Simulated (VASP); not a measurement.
# TiC (Fm-3m) in VASP: single point with HSE06

Aim: the single point of TiC with HSE06.

Program: VASP 6.6.1. These are calculated values, not measurements. Logs are shortened: lines on timing, memory, paths and dates and some standing lists are left out, and cuts for length are marked.

### 1 The cell of the first run

Symmetry: Fm-3m, No. 225, cubic system. Conventional cell: a = 4.420 Å, b = 4.420 Å, c = 4.420 Å, α = 90.00°, β = 90.00°, γ = 90.00°. Within 2.9 Å of Ti (site symmetry m-3m) lie 6 C at 2.21 Å. Within 2.9 Å of C (site symmetry m-3m) lie 6 Ti at 2.21 Å.

### 2 Single point, HSE06

The input, POSCAR:

```
TiC
1.0
    0.0000000000      2.2100000000      2.2100000000
    2.2100000000      0.0000000000      2.2100000000
    2.2100000000      2.2100000000      0.0000000000
Ti C
1 1
Direct
    0.0000000000      0.0000000000      0.0000000000
    0.5000000000      0.5000000000      0.5000000000
```

The input, INCAR.step1:

```
PREC     = Accurate       # precision mode
ENCUT    = 520            # plane-wave cutoff, eV
EDIFF    = 1E-5           # SCF threshold, eV
ISMEAR   = 0              # smearing method
SIGMA    = 0.05           # smearing width, eV
LREAL    = False          # projectors in reciprocal space
LASPH    = True           # aspherical terms in the spheres
NELM     = 100            # most SCF steps
ALGO     = Normal         # electronic algorithm
ISIF     = 2              # what is computed and relaxed
LWAVE    = True           # write WAVECAR
LCHARG   = False          # write CHGCAR
GGA      = PE             # functional
NBANDS   = 15             # bands
```

The input, INCAR.step2:

```
PREC     = Accurate       # precision mode
ENCUT    = 520            # plane-wave cutoff, eV
EDIFF    = 1E-7           # SCF threshold, eV
ISMEAR   = 0              # smearing method
SIGMA    = 0.05           # smearing width, eV
LREAL    = False          # projectors in reciprocal space
LASPH    = True           # aspherical terms in the spheres
NELM     = 100            # most SCF steps
ALGO     = Normal         # electronic algorithm
ISIF     = 2              # what is computed and relaxed
LWAVE    = False          # write WAVECAR
LCHARG   = False          # write CHGCAR
GGA      = PE             # functional
LHFCALC  = True           # exact exchange
HFSCREEN = 0.2079         # screening, 1/A
PRECFOCK = Normal       
ISTART   = 1            
NBANDS   = 15             # bands
```

The input, KPOINTS:

```
Automatic mesh
0
Gamma
  6 6 6
```

Potentials or basis: VASP PAW PBE potentials, release 64 (Ti_sv, C).

Command:

```
$ cat potpaw_PBE.64/Ti_sv/POTCAR potpaw_PBE.64/C/POTCAR > POTCAR
$ cp INCAR.step1 INCAR
$ mpirun -np 1 vasp_std > vasp.out
$ cp INCAR.step2 INCAR
$ mpirun -np 1 vasp_std > vasp.out
```

OUTCAR:

```text
PREC = Accurate
   ENCUT = 520
   EDIFF = 1E-7
   ISMEAR = 0
   LREAL = False
   LASPH = True
   NELM = 100
   ISIF = 2
   GGA = PE
   LHFCALC = True
   HFSCREEN = 0.2079
   PRECFOCK = Normal
   ISTART = 1

 ion  position               nearest neighbor table
   1  0.000  0.000  0.000-   2 2.21   2 2.21   2 2.21   2 2.21   2 2.21   2 2.21
   2  0.500  0.500  0.500-   1 2.21   1 2.21   1 2.21   1 2.21   1 2.21   1 2.21

  LATTYP: Found a face centered cubic cell.
 ALAT       =     4.4200000000

  Lattice vectors:

 A1 = (   0.0000000000,   2.2100000000,   2.2100000000)
 A2 = (   2.2100000000,   0.0000000000,   2.2100000000)
 A3 = (   2.2100000000,   2.2100000000,   0.0000000000)

Analysis of symmetry for initial positions (statically):
=====================================================================
 Subroutine PRICEL returns:
 Original cell was already a primitive cell.

 Routine SETGRP: Setting up the symmetry group for a
 face centered cubic supercell.

 Subroutine GETGRP returns: Found 48 space group operations
 (whereof 48 operations were pure point group operations)
 out of a pool of 48 trial point group operations.

The static configuration has the point symmetry O_h .

Analysis of symmetry for dynamics (positions and initial velocities):
=====================================================================
 Subroutine PRICEL returns:
 Original cell was already a primitive cell.

 Routine SETGRP: Setting up the symmetry group for a
 face centered cubic supercell.

 Subroutine GETGRP returns: Found 48 space group operations
 (whereof 48 operations were pure point group operations)
 out of a pool of 48 trial point group operations.

The dynamic configuration has the point symmetry O_h .

 Subroutine INISYM returns: Found 48 space group operations
 (whereof 48 operations are pure point group operations),
 and found     1 'primitive' translations

----------------------------------------------------------------------------------------

                                     Primitive cell

  volume of cell :      21.5877

  direct lattice vectors                    reciprocal lattice vectors
     0.000000000  2.210000000  2.210000000    -0.226244344  0.226244344  0.226244344
     2.210000000  0.000000000  2.210000000     0.226244344 -0.226244344  0.226244344
     2.210000000  2.210000000  0.000000000     0.226244344  0.226244344 -0.226244344

  length of vectors
     3.125411973  3.125411973  3.125411973     0.391866699  0.391866699  0.391866699

  position of ions in fractional coordinates (direct lattice)
[... 89 lines left out ...]
     AMIX     =   0.40;   BMIX     =  1.00
     AMIX_MAG =   1.60;   BMIX_MAG =  1.00
  volume/ion in A,a.u.               =      10.79        72.84
  Fermi-wavevector in a.u.,A,eV,Ry     =   1.481537  2.799699 29.864140  2.194952
  Thomas-Fermi vector in A             =   2.595435
   LORBIT       =      0    0 simple, 1 ext, 2 COOP (PROOUT), +10 PAW based schemes
   GGA     = PE    functional components
   LHFCALC =     T    Hartree Fock is set to
   PRECFOCK=normal    Normal, Fast or Accurate (Low or Medium for compatibility)
   ENCUT4O =  -1.0   cutoff for four orbital integrals eV
   NKREDX  =     1    reduce k-point grid by
   NKREDY  =     1    reduce k-point grid by
   NKREDZ  =     1    reduce k-point grid by
   AEXX    =    0.2500 exact exchange contribution
   HFSCREEN=    0.2079 screening length (either q_TF or 0.3 A-1)
   HFSCREENC=   0.2079 screening length for correlation (either q_TF or 0.3 A-1)
   ENCUTFOCK=  -1.0 apply spherical cutoff to Coloumb kernel
   IVDW    =     0    specifies the selected vdW correction
   LEPSILON=     F    determine dielectric tensor
   LRPA    =     F    only Hartree local field effects (RPA)
 non-spin polarized calculation
 Gauss-broadening in eV      SIGMA  =   0.05
  energy-cutoff  :      520.00
  volume of cell :       21.59
 maximum number of plane-waves:       589
  NGX = 18; NGY = 18; NGZ = 18

 number of electron      15.9999999 magnetization

 Free energy of the ion-electron system (eV)
  ---------------------------------------------------
  ext. energy  EPLUGINS =         0.00000000
  ---------------------------------------------------
  free energy    TOTEN  =       -21.92463721 eV

  energy without entropy =      -21.92306990  energy(sigma->0) =      -21.92385356

 E-fermi :   8.5180     XC(G=0): -10.1508

 val. band max:        8.5180176762   @ k =   0.1667   0.1667   0.0000
 cond. band min:       8.5180196273   @ k =   0.1667   0.1667   0.0000
 fundamental gap:      0.0000019511
 Fermi energy:         8.5180192486

 k-point     1 :       0.0000    0.0000    0.0000
  band No.  band energies     occupation
      1     -52.9921      2.00000
      2     -27.3822      2.00000
      3     -27.3822      2.00000
      4     -27.3822      2.00000
      5      -5.2741      2.00000
      6       9.9392      0.00000
      7       9.9392      0.00000
      8       9.9392      0.00000
      9      10.4594      0.00000
     10      10.4594      0.00000
     11      10.4594      0.00000
     12      10.5360      0.00000
     13      10.5360      0.00000
     14      19.2631      0.00000
[... 257 lines left out ...]
      2     -27.7122      2.00000
      3     -27.5912      2.00000
      4     -27.5324      2.00000
      5      -2.3561      2.00000
      6       4.6446      2.00000
      7       5.5772      2.00000
      8       6.0750      2.00000
      9      10.9116      0.00000
     10      12.7356      0.00000
     11      12.9598      0.00000
     12      13.4540      0.00000
     13      14.5450      0.00000
     14      22.4985      0.00000
     15      23.3241      0.00000

------------------------ aborting loop because EDIFF is reached ----------------------------------------

  FORCE on cell =-STRESS in cart. coord.  units (eV):
  Direction    XX          YY          ZZ          XY          YZ          ZX
  --------------------------------------------------------------------------------------
  -------------------------------------------------------------------------------------
  Total       -2.4798514     -2.4798514     -2.4798514     -0.0000000     -0.0000000     -0.0000000
  in kB     -184.0472888   -184.0472888   -184.0472888     -0.0000000     -0.0000000     -0.0000000
  external PRESSURE =    -184.0472888 kB  Pullay stress =       0.0000000 kB

 VOLUME and BASIS-vectors are now :
 -----------------------------------------------------------------------------
  energy-cutoff  :      520.00
  volume of cell :       21.59
      direct lattice vectors                 reciprocal lattice vectors
     0.000000000  2.210000000  2.210000000    -0.226244344  0.226244344  0.226244344
     2.210000000  0.000000000  2.210000000     0.226244344 -0.226244344  0.226244344
     2.210000000  2.210000000  0.000000000     0.226244344  0.226244344 -0.226244344

 POSITION                                       TOTAL-FORCE (eV/Angst)
 -----------------------------------------------------------------------------------
      0.00000      0.00000      0.00000         0.000000     -0.000000      0.000000
      2.21000      2.21000      2.21000         0.000000      0.000000     -0.000000
 -----------------------------------------------------------------------------------
    total drift:                                0.000000      0.000000      0.000000

  FREE ENERGIE OF THE ION-ELECTRON SYSTEM (eV)
  ---------------------------------------------------
  free  energy   TOTEN  =       -21.9246372147 eV

  energy  without entropy=      -21.9230699046  energy(sigma->0) =      -21.92385356
```

OUTCAR.step1:

```text
PREC = Accurate
   ENCUT = 520
   EDIFF = 1E-5
   ISMEAR = 0
   LREAL = False
[... 499 lines left out ...]
      0.00000      0.00000      0.00000         0.000000     -0.000000     -0.000000
      2.21000      2.21000      2.21000        -0.000000      0.000000      0.000000
 -----------------------------------------------------------------------------------
    total drift:                                0.000000     -0.000000     -0.000000

  FREE ENERGIE OF THE ION-ELECTRON SYSTEM (eV)
  ---------------------------------------------------
  free  energy   TOTEN  =       -18.6454501721 eV

  energy  without entropy=      -18.6448221401  energy(sigma->0) =      -18.64513616
```

Wall time 27 min (1 thread of AMD EPYC 7R43 (Zen 3), shared host); peak memory 0.21 GiB.

Results:

- Free energy: -21.9246 eV
- Pressure: -18.4 GPa
- Band gap on the k mesh: zero (bands 8 and 9 overlap by 1.79 eV)

Levels at points of the mesh, in eV from the Fermi level:
| k point | band 4 | band 5 | band 6 | band 7 | band 8 | band 9 | band 10 | band 11 | band 12 | band 13 |
| --- | --- | --- | --- | --- | --- | --- | --- | --- | --- | --- |
| (0.00, 0.00, 0.00) | -35.90 | -13.79 | 1.42 | 1.42 | 1.42 | 1.94 | 1.94 | 1.94 | 2.02 | 2.02 |
| (0.50, 0.00, 0.00) | -35.94 | -10.21 | -6.41 | -3.17 | -3.17 | 3.81 | 3.81 | 4.98 | 8.62 | 8.98 |
| (0.50, 0.50, 0.00) | -36.05 | -11.30 | -4.06 | -1.19 | -0.15 | -0.15 | 3.09 | 4.44 | 4.44 | 6.27 |

Caveat: the k points lie up to 0.41 Å⁻¹ apart, too coarse for converged energies and pressures of a metal; the PAW data sets were made with another functional, which shifts forces and pressure a little.
